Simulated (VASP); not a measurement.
# In (Im-3m) in VASP: notebook, part 2 of 2

VASP 6.6.1. Earlier steps stand in the parts before.

## (3) Single point, PBE

File INCAR:

```
SYSTEM = In
PREC     = Accurate       ! precision mode
ENCUT    = 520            ! plane-wave cutoff, eV
EDIFF    = 1E-6           ! SCF threshold, eV
ISMEAR   = 0              ! smearing method
SIGMA    = 0.014          ! smearing width, eV
LREAL    = .FALSE.        ! projectors in reciprocal space
LASPH    = .TRUE.         ! aspherical terms in the spheres
NELM     = 100            ! most SCF steps
ALGO     = Normal         ! electronic algorithm
ISIF     = 2              ! what is computed and relaxed
LWAVE    = .FALSE.        ! write WAVECAR
LCHARG   = .FALSE.        ! write CHGCAR
GGA      = PE             ! functional
NBANDS   = 12             ! bands
```

File KPOINTS:

```
regular mesh
0
G
  10 10 10
  0 0 0
```

File POSCAR:

```
In
1.0
   -1.8825252400      1.8825252400      1.8825252400
    1.8825252400     -1.8825252400      1.8825252400
    1.8825252400      1.8825252400     -1.8825252400
In
1
Direct
    0.0000000000      0.0000000000      0.0000000000
```

Potentials or basis: VASP PAW PBE potentials, release 64 (In_d).

Command:

```bash
> cat potpaw_PBE.64/In_d/POTCAR > POTCAR
> mpirun -np 1 vasp_std > vasp.out
```

OUTCAR:

```text
SYSTEM = In
   PREC = Accurate
   ENCUT = 520
   EDIFF = 1E-6
   ISMEAR = 0
   LREAL = .FALSE.
   LASPH = .TRUE.
   NELM = 100
   ISIF = 2
   GGA = PE

 ion  position               nearest neighbor table
   1  0.000  0.000  0.000-

  LATTYP: Found a body centered cubic cell.
 ALAT       =     3.7650504800

  Lattice vectors:

 A1 = (  -1.8825252400,   1.8825252400,   1.8825252400)
 A2 = (   1.8825252400,  -1.8825252400,   1.8825252400)
 A3 = (   1.8825252400,   1.8825252400,  -1.8825252400)

Analysis of symmetry for initial positions (statically):
=====================================================================
 Subroutine PRICEL returns:
 Original cell was already a primitive cell.

 Routine SETGRP: Setting up the symmetry group for a
 body centered cubic supercell.

 Subroutine GETGRP returns: Found 48 space group operations
 (whereof 48 operations were pure point group operations)
 out of a pool of 48 trial point group operations.

The static configuration has the point symmetry O_h .

Analysis of symmetry for dynamics (positions and initial velocities):
=====================================================================
 Subroutine PRICEL returns:
 Original cell was already a primitive cell.

 Routine SETGRP: Setting up the symmetry group for a
 body centered cubic supercell.

 Subroutine GETGRP returns: Found 48 space group operations
 (whereof 48 operations were pure point group operations)
 out of a pool of 48 trial point group operations.

The dynamic configuration has the point symmetry O_h .

 Subroutine INISYM returns: Found 48 space group operations
 (whereof 48 operations are pure point group operations),
 and found     1 'primitive' translations

----------------------------------------------------------------------------------------

                                     Primitive cell

  volume of cell :      26.6859

  direct lattice vectors                    reciprocal lattice vectors
    -1.882525240  1.882525240  1.882525240     0.000000000  0.265600689  0.265600689
     1.882525240 -1.882525240  1.882525240     0.265600689  0.000000000  0.265600689
     1.882525240  1.882525240 -1.882525240     0.265600689  0.265600689  0.000000000

  length of vectors
     3.260629362  3.260629362  3.260629362     0.375616096  0.375616096  0.375616096

  position of ions in fractional coordinates (direct lattice)
     0.000000000  0.000000000  0.000000000

  ion indices of the primitive-cell ions
   primitive index   ion index
                 1           1

----------------------------------------------------------------------------------------

 KPOINTS: regular mesh

Automatic generation of k-mesh.
 Grid dimensions read from file:
 generate k-points for:   10   10   10

 Generating k-lattice:

  Cartesian coordinates                     Fractional coordinates (reciprocal lattice)
     0.000000000  0.026560069  0.026560069     0.100000000  0.000000000  0.000000000
     0.026560069  0.000000000  0.026560069     0.000000000  0.100000000  0.000000000
     0.026560069  0.026560069  0.000000000     0.000000000  0.000000000  0.100000000

  Length of vectors
     0.037561610  0.037561610  0.037561610

  Shift w.r.t. Gamma in fractional coordinates (k-lattice)
     0.000000000  0.000000000  0.000000000

 Subroutine IBZKPT returns following result:
 ===========================================

 Found     47 irreducible k-points:

 Following reciprocal coordinates:
            Coordinates               Weight
  0.000000  0.000000  0.000000      1.000000
  0.100000  0.000000  0.000000     12.000000
  0.200000  0.000000  0.000000     12.000000
  0.300000  0.000000  0.000000     12.000000
  0.400000  0.000000  0.000000     12.000000
  0.500000  0.000000  0.000000      6.000000
[... 16 lines left out ...]
  0.300000  0.300000  0.100000      8.000000
 -0.300000  0.300000  0.100000     24.000000
 [... further k-points ...]
   k-points           NKPTS =     47   k-points in BZ     NKDIM =     47   number of bands    NBANDS=     12
   number of dos      NEDOS =    301   number of ions     NIONS =      1
   total plane-waves  NPLWV =  13824
   dimension x,y,z NGX =    24 NGY =   24 NGZ =   24
   dimension x,y,z NGXF=    48 NGYF=   48 NGZF=   48
   ions per type =               1
   NGX,Y,Z   is equivalent  to a cutoff of  12.24, 12.24, 12.24 a.u.
   NGXF,Y,Z  is equivalent  to a cutoff of  24.47, 24.47, 24.47 a.u.
 SYSTEM =  In
   PREC   = accura    normal or accurate (medium, high low for compatibility)
   ISTART =      0    job   : 0-new  1-cont  2-samecut
   ICHARG =      2    charge: 1-file 2-atom 10-const
   ISPIN  =      1    spin polarized calculation?
   LNONCOLLINEAR =      F non collinear calculations
   LSORBIT =      F    spin-orbit coupling
   LASPH  =      T    aspherical Exc in radial PAW
   ENCUT  =  520.0 eV  38.22 Ry    6.18 a.u.   6.06  6.06  6.06*2*pi/ulx,y,z
   NELM   =    100;   NELMIN=  2; NELMDL= -5     # of ELM steps
   EDIFF  = 0.1E-05   stopping-criterion for ELM
   LREAL  =      F    real-space projection
   EDIFFG = 0.1E-04   stopping-criterion for IOM
   NSW    =      0    number of steps for IOM
   IBRION =     -1    ionic relax: 0-MD 1-quasi-New 2-CG
   NFREE  =      0    steps in history (QN), initial steepest desc. (CG)
   ISIF   =      2    stress and relaxation
   ISYM   =      2    0-nonsym 1-usesym 2-fastsym
   POTIM  = 0.5000    time-step for ionic-motion
   TEBEG  =    0.0;   TEEND  =   0.0 temperature during run
   PSTRESS=    0.0 pullay stress
   NELECT =      13.0000    total number of electrons
   NUPDOWN=      -1.0000    fix difference up-down
   EMIN   =  10.00;   EMAX   =-10.00  energy-range for DOS
   EFERMI =   0.00;   METHOD = LEGACY
   ISMEAR =     0;   SIGMA  =   0.01  broadening in eV -4-tet -1-fermi 0-gaus
   EFERMI_NEDOS =   21; number of points for ismear=-14 and -15
   IALGO  =     38    algorithm
   IMIX   =      4    mixing-type and parameters
     AMIX     =   0.40;   BMIX     =  1.00
     AMIX_MAG =   1.60;   BMIX_MAG =  1.00
  volume/ion in A,a.u.               =      26.69       180.09
  Fermi-wavevector in a.u.,A,eV,Ry     =   1.288136  2.434225 22.576080  1.659295
  Thomas-Fermi vector in A             =   2.420108
   LORBIT       =      0    0 simple, 1 ext, 2 COOP (PROOUT), +10 PAW based schemes
   GGA     = PE    functional components
   LHFCALC =     F    Hartree Fock is set to
   AEXX    =    0.0000 exact exchange contribution
   IVDW    =     0    specifies the selected vdW correction
   LEPSILON=     F    determine dielectric tensor
   LRPA    =     F    only Hartree local field effects (RPA)
 non-spin polarized calculation
 Gauss-broadening in eV      SIGMA  =   0.01
  energy-cutoff  :      520.00
  volume of cell :       26.69
 maximum number of plane-waves:       736
   NGX = 13   NGY = 13   NGZ = 13

 number of electron      13.0000005 magnetization

 Free energy of the ion-electron system (eV)
  ---------------------------------------------------
  ext. energy  EPLUGINS =         0.00000000
  ---------------------------------------------------
  free energy    TOTEN  =        -2.54739463 eV

  energy without entropy =       -2.54689255  energy(sigma->0) =       -2.54714359

 E-fermi :   7.2608     XC(G=0): -10.1612

 val. band max:        7.2318204234   @ k =   0.2000   0.2000   0.2000
 cond. band min:       7.2633618816   @ k =   0.3000   0.3000   0.0000
 fundamental gap:      0.0315414582
 Fermi energy:         7.2607660110

 k-point     1 :       0.0000    0.0000    0.0000
  band No.  band energies     occupation
      1      -7.3599      2.00000
      2      -7.3599      2.00000
      3      -7.3599      2.00000
      4      -7.0958      2.00000
      5      -7.0958      2.00000
      6      -2.1024      2.00000
      7      18.2021      0.00000
      8      18.2021      0.00000
      9      18.2021      0.00000
     10      20.2487      0.00000
     11      20.2487      0.00000
     12      20.2487      0.00000

 k-point     2 :       0.1000    0.0000    0.0000
  band No.  band energies     occupation
      1      -7.3700      2.00000
      2      -7.3507      2.00000
      3      -7.3208      2.00000
      4      -7.1065      2.00000
      5      -7.0963      2.00000
      6      -1.8740      2.00000
      7      16.1264      0.00000
      8      17.2272      0.00000
      9      17.6753      0.00000
     10      19.1992      0.00000
     11      19.5165      0.00000
     12      20.1120      0.00000
[... 316 lines left out ...]
 k-point    24 :      -0.3000    0.3000    0.1000
  band No.  band energies     occupation
      1      -7.3872      2.00000
      2      -7.3250      2.00000
      3      -7.1643      2.00000
      4      -7.1100      2.00000
      5      -7.0901      2.00000
      6       0.2189      2.00000
      7       9.5514      0.00000
      8      13.3811      0.00000
      9      14.5216      0.00000
     10      18.1578      0.00000
     11      19.0919      0.00000
     12      19.9338      0.00000

 [... further k-points ...]
[... 5 lines left out ...]
  --------------------------------------------------------------------------------------
  -------------------------------------------------------------------------------------
  Total        0.2463017      0.2463017      0.2463017      0.0000000      0.0000000      0.0000000
  in kB       14.7875259     14.7875259     14.7875259      0.0000000      0.0000000      0.0000000
  external PRESSURE =      14.7875259 kB  Pullay stress =       0.0000000 kB

 VOLUME and BASIS-vectors are now :
 -----------------------------------------------------------------------------
  energy-cutoff  :      520.00
  volume of cell :       26.69
      direct lattice vectors                 reciprocal lattice vectors
    -1.882525240  1.882525240  1.882525240     0.000000000  0.265600689  0.265600689
     1.882525240 -1.882525240  1.882525240     0.265600689  0.000000000  0.265600689
     1.882525240  1.882525240 -1.882525240     0.265600689  0.265600689  0.000000000

 POSITION                                       TOTAL-FORCE (eV/Angst)
 -----------------------------------------------------------------------------------
      0.00000      0.00000      0.00000         0.000000      0.000000      0.000000
 -----------------------------------------------------------------------------------
    total drift:                               -0.000000     -0.000000      0.000000

  FREE ENERGIE OF THE ION-ELECTRON SYSTEM (eV)
  ---------------------------------------------------
  free  energy   TOTEN  =        -2.5473946310 eV

  energy  without entropy=       -2.5468925471  energy(sigma->0) =       -2.54714359
```

Wall time 8.1 s (1 thread of AMD EPYC 7R13 (Zen 3), shared host); peak memory 0.11 GiB.

Results:

- Free energy: -2.5474 eV
- Pressure: 1.5 GPa

Levels at points of the mesh, in eV from the Fermi level:
| k point | band 4 | band 5 | band 6 | band 7 | band 8 | band 9 |
| --- | --- | --- | --- | --- | --- | --- |
| (0.00, 0.00, 0.00) | -14.36 | -14.36 | -9.36 | 10.94 | 10.94 | 10.94 |
| (0.50, 0.00, 0.00) | -14.36 | -14.19 | -3.88 | -3.06 | 5.88 | 7.31 |
| (0.50, 0.50, 0.50) | -14.23 | -14.23 | 0.94 | 1.31 | 1.31 | 1.31 |

Caveat: spin-orbit coupling is left out, which moves the levels of the heavy elements.
